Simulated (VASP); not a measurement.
Set up this calculation in VASP 6.6.1, as the native input.

```yaml
Task: single point
Functional: PBE
Potentials_or_basis: VASP PAW PBE potentials, release 64 (In_d, Ga_d, As)
Cutoff: 520 eV
k_mesh: 4 × 2 × 3
Occupations: gaussian, width 0.2 eV
Spin: no spin polarisation
Dipole_correction: no
Further_INCAR_settings: ALGO = Normal; EDIFF = 1e-06; NBANDS = 46
```

The structure of In3GaAs4 lies in POSCAR:

```
In3GaAs4
1.0
    4.3245719965      0.0000000000      0.0000000000
    0.0000000000      8.6705736692      0.0000000000
    0.0000000000      0.0000000000      6.0157736468
In Ga As
3 1 4
Direct
    0.0000000000      0.7587252288      0.2496086619
    0.5000000000      0.5000000000      0.7515845176
    0.0000000000      0.2412747712      0.2496086619
    0.5000000000      0.0000000000      0.7468671544
    0.0000000000      0.0000000000      0.9715694900
    0.5000000000      0.7617454542      0.5103805681
    0.0000000000      0.5000000000      0.0100014081
    0.5000000000      0.2382545458      0.5103805681
```

The cell was generated, and may not be a known phase.

These files were run (other wordings do the same):

INCAR

```
SYSTEM = In3GaAs4
  PREC = Accurate
  ENCUT = 520
  EDIFF = 1E-6
  ISMEAR = 0
  SIGMA = 0.2
  LREAL = .FALSE.
  LASPH = .TRUE.
  NELM = 80
  ALGO = Normal
  ISIF = 2
  LWAVE = .FALSE.
  LCHARG = .FALSE.
  GGA = PE
  NBANDS = 46
```

KPOINTS

```
regular mesh
0
G
  4 2 3
  0 0 0
```

Potentials or basis: VASP PAW PBE potentials, release 64 (In_d, Ga_d, As).

Launch:

```console
$ cat potpaw_PBE.64/In_d/POTCAR potpaw_PBE.64/Ga_d/POTCAR potpaw_PBE.64/As/POTCAR > POTCAR
$ mpirun -np 1 vasp_std > vasp.out
```

Results of the run:

```json
{
 "Pressure": "0.0 GPa",
 "Largest force": "0.024 eV/Å",
 "Band gap on the k mesh": "zero (filled and empty bands touch)"
}
```

Caveat: the k points lie up to 0.36 Å⁻¹ apart; semilocal functionals underestimate gaps, and a narrow one can read as zero; spin-orbit coupling is left out, which moves the levels of the heavy elements.

It took 3.3 min on 1 thread of Intel Xeon 8259CL, on a shared host, peak memory 0.36 GiB.
